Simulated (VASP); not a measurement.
# Te2Mo (P6_3/mmc) in VASP: a series of runs

The runs below take Te2Mo through single point, with PBEsol, PBEsol+D3(BJ), revPBE, BLYP+D3(BJ).

All numbers are computed with VASP 6.6.1; they aren't measurements. Logs are shortened: lines on timing, memory, paths and dates and some standing lists are left out, and cuts for length are marked.

**Measured values to compare with.**

“Broadband infrared study of pressure-tunable Fano resonance and metallization transition in 2H-MoTe2”, 2022, pmc:9569381 quotes, for a bulk crystal of Te2Mo at 300 K: band gap 0.88 ± 0.05 eV (indirect).

How close the calculation comes is told below.

## 1. The cell of the first run

It takes space group P6_3/mmc (No. 194, hexagonal). The conventional cell has a = 3.494 Å, b = 3.494 Å, c = 14.010 Å, α = 90.00°, β = 90.00°, γ = 120.00°. Within 3.6 Å of Te (site symmetry 3m) lie 3 Mo at 2.71 Å and 6 Te at 3.49 Å. Mo (site symmetry -6m2) has 6 Te at 2.71 Å and 6 Mo at 3.49 Å within 3.6 Å.

## 2. Single point, PBEsol

Input file INCAR:

```
ALGO = Normal
EDIFF = 1E-7
ENCUT = 520
GGA = PS
ISIF = 2
ISMEAR = -1
LASPH = True
LCHARG = False
LREAL = False
LWAVE = False
NBANDS = 35
NELM = 60
PREC = Accurate
SIGMA = 0.05
```

Input file KPOINTS:

```
k-points
0
Gamma
  9 9 2
```

Input file POSCAR:

```
Te2Mo
1.0
    3.4939419950      0.0000000000      0.0000000000
   -1.7469709975      3.0258425270      0.0000000000
    0.0000000000      0.0000000000     14.0098185759
Te Mo
4 2
Direct
    0.6666666667      0.3333333333      0.3788624075
    0.3333333333      0.6666666667      0.8788624075
    0.6666666667      0.3333333333      0.1211375925
    0.3333333333      0.6666666667      0.6211375925
    0.6666666667      0.3333333333      0.7500000000
    0.3333333333      0.6666666667      0.2500000000
```

Potentials or basis: VASP PAW PBE potentials, release 64 (Te, Mo_sv).

On the command line:

```sh
cat potpaw_PBE.64/Te/POTCAR potpaw_PBE.64/Mo_sv/POTCAR > POTCAR
mpirun -np 1 vasp_std > vasp.out
```

OUTCAR:

```text
EDIFF = 1E-7
   ENCUT = 520
   GGA = PS
   ISIF = 2
   ISMEAR = -1
   LASPH = True
   LREAL = False
   NELM = 60
   PREC = Accurate

 ion  position               nearest neighbor table
   1  0.667  0.333  0.379-   6 2.71   6 2.71   6 2.71   3 3.61
   2  0.333  0.667  0.879-   5 2.71   5 2.71   5 2.71   4 3.61
   3  0.667  0.333  0.121-   6 2.71   6 2.71   6 2.71   1 3.61
   4  0.333  0.667  0.621-   5 2.71   5 2.71   5 2.71   2 3.61
   5  0.667  0.333  0.750-   2 2.71   4 2.71   2 2.71   4 2.71   2 2.71   4 2.71
   6  0.333  0.667  0.250-   1 2.71   3 2.71   1 2.71   3 2.71   1 2.71   3 2.71

  LATTYP: Found a hexagonal cell.
 ALAT       =     3.4939419950
 C/A-ratio  =     4.0097456100

  Lattice vectors:

 A1 = (   3.4939419950,   0.0000000000,   0.0000000000)
 A2 = (  -1.7469709975,   3.0258425270,   0.0000000000)
 A3 = (   0.0000000000,   0.0000000000,  14.0098185759)

Analysis of symmetry for initial positions (statically):
=====================================================================
 Subroutine PRICEL returns:
 Original cell was already a primitive cell.

 Routine SETGRP: Setting up the symmetry group for a
 hexagonal supercell.

 Subroutine GETGRP returns: Found 24 space group operations
 (whereof 12 operations were pure point group operations)
 out of a pool of 24 trial point group operations.

The static configuration has the point symmetry D_3d.
 The point group associated with its full space group is D_6h.

Analysis of symmetry for dynamics (positions and initial velocities):
=====================================================================
 Subroutine PRICEL returns:
 Original cell was already a primitive cell.

 Routine SETGRP: Setting up the symmetry group for a
 hexagonal supercell.

 Subroutine GETGRP returns: Found 24 space group operations
 (whereof 12 operations were pure point group operations)
 out of a pool of 24 trial point group operations.

The dynamic configuration has the point symmetry D_3d.
 The point group associated with its full space group is D_6h.

 Subroutine INISYM returns: Found 24 space group operations
 (whereof 12 operations are pure point group operations),
 and found     1 'primitive' translations

----------------------------------------------------------------------------------------

                                     Primitive cell

  volume of cell :     148.1135

  direct lattice vectors                    reciprocal lattice vectors
     3.493941995  0.000000000  0.000000000     0.286209674  0.165243232  0.000000000
    -1.746970998  3.025842527  0.000000000     0.000000000  0.330486465  0.000000000
     0.000000000  0.000000000 14.009818576     0.000000000  0.000000000  0.071378512

  length of vectors
     3.493941995  3.493941995 14.009818576     0.330486465  0.330486465  0.071378512

  position of ions in fractional coordinates (direct lattice)
     0.666666667  0.333333333  0.378862408
     0.333333333  0.666666667  0.878862408
     0.666666667  0.333333333  0.121137592
     0.333333333  0.666666667  0.621137592
     0.666666667  0.333333333  0.750000000
     0.333333333  0.666666667  0.250000000

  ion indices of the primitive-cell ions
   primitive index   ion index
                 1           1
                 2           2
                 3           3
                 4           4
                 5           5
                 6           6

----------------------------------------------------------------------------------------

 KPOINTS: k-points

Automatic generation of k-mesh.
 Grid dimensions read from file:
 generate k-points for:    9    9    2

 Generating k-lattice:

  Cartesian coordinates                     Fractional coordinates (reciprocal lattice)
     0.031801075  0.018360359  0.000000000     0.111111111  0.000000000  0.000000000
     0.000000000  0.036720718  0.000000000     0.000000000  0.111111111  0.000000000
     0.000000000  0.000000000  0.035689256     0.000000000  0.000000000  0.500000000

  Length of vectors
     0.036720718  0.036720718  0.035689256

  Shift w.r.t. Gamma in fractional coordinates (k-lattice)
     0.000000000  0.000000000  0.000000000

 Subroutine IBZKPT returns following result:
 ===========================================

 Found     24 irreducible k-points:

 Following reciprocal coordinates:
            Coordinates               Weight
  0.000000  0.000000  0.000000      1.000000
  0.111111  0.000000  0.000000      6.000000
  0.222222  0.000000  0.000000      6.000000
  0.333333  0.000000  0.000000      6.000000
  0.444444  0.000000  0.000000      6.000000
  0.111111  0.111111  0.000000      6.000000
[... 16 lines left out ...]
  0.333333  0.222222  0.500000     12.000000
  0.333333  0.333333  0.500000      2.000000
   k-points           NKPTS =     24   k-points in BZ     NKDIM =     24   number of bands    NBANDS=     35
   number of dos      NEDOS =    301   number of ions     NIONS =      6
   total plane-waves  NPLWV =  84672
   dimension x,y,z NGX =    28 NGY =   28 NGZ =  108
   dimension x,y,z NGXF=    56 NGYF=   56 NGZF=  216
   ions per type =               4   2
   NGX,Y,Z   is equivalent  to a cutoff of  13.32, 13.32, 12.82 a.u.
   NGXF,Y,Z  is equivalent  to a cutoff of  26.65, 26.65, 25.63 a.u.
 SYSTEM =  unknown system
   PREC   = accura    normal or accurate (medium, high low for compatibility)
   ISTART =      0    job   : 0-new  1-cont  2-samecut
   ICHARG =      2    charge: 1-file 2-atom 10-const
   ISPIN  =      1    spin polarized calculation?
   LNONCOLLINEAR =      F non collinear calculations
   LSORBIT =      F    spin-orbit coupling
   LASPH  =      T    aspherical Exc in radial PAW
   ENCUT  =  520.0 eV  38.22 Ry    6.18 a.u.   6.50  6.50 26.05*2*pi/ulx,y,z
   NELM   =     60;   NELMIN=  2; NELMDL= -5     # of ELM steps
   EDIFF  = 0.1E-06   stopping-criterion for ELM
   LREAL  =      F    real-space projection
   EDIFFG = 0.1E-05   stopping-criterion for IOM
   NSW    =      0    number of steps for IOM
   IBRION =     -1    ionic relax: 0-MD 1-quasi-New 2-CG
   NFREE  =      0    steps in history (QN), initial steepest desc. (CG)
   ISIF   =      2    stress and relaxation
   ISYM   =      2    0-nonsym 1-usesym 2-fastsym
   POTIM  = 0.5000    time-step for ionic-motion
   TEBEG  =    0.0;   TEEND  =   0.0 temperature during run
   PSTRESS=    0.0 pullay stress
   NELECT =      52.0000    total number of electrons
   NUPDOWN=      -1.0000    fix difference up-down
   EMIN   =  10.00;   EMAX   =-10.00  energy-range for DOS
   EFERMI =   0.00;   METHOD = LEGACY
   ISMEAR =    -1;   SIGMA  =   0.05  broadening in eV -4-tet -1-fermi 0-gaus
   EFERMI_NEDOS =   21; number of points for ismear=-14 and -15
   IALGO  =     38    algorithm
   IMIX   =      4    mixing-type and parameters
     AMIX     =   0.40;   BMIX     =  1.00
     AMIX_MAG =   1.60;   BMIX_MAG =  1.00
  volume/ion in A,a.u.               =      24.69       166.59
  Fermi-wavevector in a.u.,A,eV,Ry     =   1.154900  2.182445 18.147374  1.333794
  Thomas-Fermi vector in A             =   2.291533
   LORBIT       =      0    0 simple, 1 ext, 2 COOP (PROOUT), +10 PAW based schemes
   GGA     = PS    functional components
   LHFCALC =     F    Hartree Fock is set to
   AEXX    =    0.0000 exact exchange contribution
   IVDW    =     0    specifies the selected vdW correction
   LEPSILON=     F    determine dielectric tensor
   LRPA    =     F    only Hartree local field effects (RPA)
 non-spin polarized calculation
  energy-cutoff  :      520.00
  volume of cell :      148.11
 maximum number of plane-waves:      4036
 NGX is ok and might be reduce to    28
   NGX = 13   NGY = 13   NGZ = 53

 number of electron      51.9999995 magnetization

 Free energy of the ion-electron system (eV)
  ---------------------------------------------------
  ext. energy  EPLUGINS =         0.00000000
  ---------------------------------------------------
  free energy    TOTEN  =       -39.39534173 eV

  energy without entropy =      -39.39531440  energy(sigma->0) =      -39.39532806

 E-fermi :   8.4982     XC(G=0): -10.6320

 val. band max:        8.1153887506   @ k =   0.0000   0.0000   0.0000
 cond. band min:       8.9047412339   @ k =   0.2222   0.2222   0.0000
 fundamental gap:      0.7893524833
 Fermi energy:         8.4982456231

 k-point     1 :       0.0000    0.0000    0.0000
  band No.  band energies     occupation
      1     -52.5538      2.00000
      2     -52.5538      2.00000
      3     -26.7652      2.00000
      4     -26.7651      2.00000
      5     -26.6157      2.00000
      6     -26.6157      2.00000
[... 27 lines left out ...]
     34      11.6397      0.00000
     35      13.8779      0.00000

 k-point     2 :       0.1111    0.0000    0.0000
  band No.  band energies     occupation
      1     -52.5526      2.00000
      2     -52.5525      2.00000
      3     -26.7614      2.00000
      4     -26.7614      2.00000
      5     -26.6325      2.00000
      6     -26.6325      2.00000
[... 27 lines left out ...]
     34      11.4732      0.00000
     35      14.4625      0.00000

 k-point     3 :       0.2222    0.0000    0.0000
  band No.  band energies     occupation
      1     -52.5493      2.00000
      2     -52.5493      2.00000
      3     -26.7520      2.00000
      4     -26.7520      2.00000
      5     -26.6749      2.00000
      6     -26.6749      2.00000
[... 27 lines left out ...]
     34      11.7884      0.00000
     35      14.4068      0.00000
[... 723 lines left out ...]
 k-point    23 :       0.3333    0.2222    0.5000
  band No.  band energies     occupation
      1     -52.5422      2.00000
      2     -52.5422      2.00000
      3     -26.7368      2.00000
      4     -26.7368      2.00000
      5     -26.7311      2.00000
      6     -26.7311      2.00000
[... 27 lines left out ...]
     34      11.7886      0.00000
     35      13.1682      0.00000

 k-point    24 :       0.3333    0.3333    0.5000
  band No.  band energies     occupation
      1     -52.5415      2.00000
      2     -52.5415      2.00000
      3     -26.7292      2.00000
      4     -26.7292      2.00000
      5     -26.7236      2.00000
      6     -26.7236      2.00000
[... 27 lines left out ...]
     34      11.8305      0.00000
     35      13.1207      0.00000

------------------------ aborting loop because EDIFF is reached ----------------------------------------

  FORCE on cell =-STRESS in cart. coord.  units (eV):
  Direction    XX          YY          ZZ          XY          YZ          ZX
  --------------------------------------------------------------------------------------
  -------------------------------------------------------------------------------------
  Total        0.0878397      0.0878397      0.1940991      0.0000000     -0.0000000      0.0000000
  in kB        0.9501827      0.9501827      2.0996150      0.0000000     -0.0000000      0.0000000
  external PRESSURE =       1.3333268 kB  Pullay stress =       0.0000000 kB

 VOLUME and BASIS-vectors are now :
 -----------------------------------------------------------------------------
  energy-cutoff  :      520.00
  volume of cell :      148.11
      direct lattice vectors                 reciprocal lattice vectors
     3.493941995  0.000000000  0.000000000     0.286209674  0.165243232  0.000000000
    -1.746970998  3.025842527  0.000000000     0.000000000  0.330486465  0.000000000
     0.000000000  0.000000000 14.009818576     0.000000000  0.000000000  0.071378512

 POSITION                                       TOTAL-FORCE (eV/Angst)
 -----------------------------------------------------------------------------------
      1.74697      1.00861      5.30779         0.000000      0.000000      0.030136
     -0.00000      2.01723     12.31270         0.000000     -0.000000      0.030136
      1.74697      1.00861      1.69712         0.000000     -0.000000     -0.030136
     -0.00000      2.01723      8.70202         0.000000     -0.000000     -0.030136
      1.74697      1.00861     10.50736        -0.000000     -0.000000      0.000000
     -0.00000      2.01723      3.50245        -0.000000     -0.000000      0.000000
 -----------------------------------------------------------------------------------
    total drift:                                0.000000     -0.000000      0.000000

  FREE ENERGIE OF THE ION-ELECTRON SYSTEM (eV)
  ---------------------------------------------------
  free  energy   TOTEN  =       -39.3953417292 eV

  energy  without entropy=      -39.3953143988  energy(sigma->0) =      -39.39532806
```

Run time: 4.9 min. Hardware: 1 thread of Intel Xeon Platinum 8488C (Sapphire Rapids), shared host; peak memory 0.32 GiB.

Results:

```yaml
Free_energy: -39.3953 eV
Pressure: 0.1 GPa
Largest_force: 0.030 eV/Å
Band_gap_on_the_k_mesh: 0.79 eV, indirect (least direct gap 1.09 eV)
```

Forces in eV/Å, atoms in the order of the input:
```
Te   0.000  0.000  0.030
Te   0.000  0.000  0.030
Te   0.000  0.000 -0.030
Te   0.000  0.000 -0.030
Mo   0.000  0.000  0.000
Mo   0.000  0.000  0.000
```

Stress tensor (GPa, compression positive):
```
0.10 0.00 0.00
0.00 0.10 0.00
0.00 0.00 0.21
```

Caveat: the PAW data sets were made with another functional, which shifts forces and pressure a little; spin-orbit coupling is left out, which moves the levels of the heavy elements; this functional lacks dispersion, which binds the layers, so the pressure and a relaxed spacing across them are unreliable.

(Part 1 of 3 ends here.)
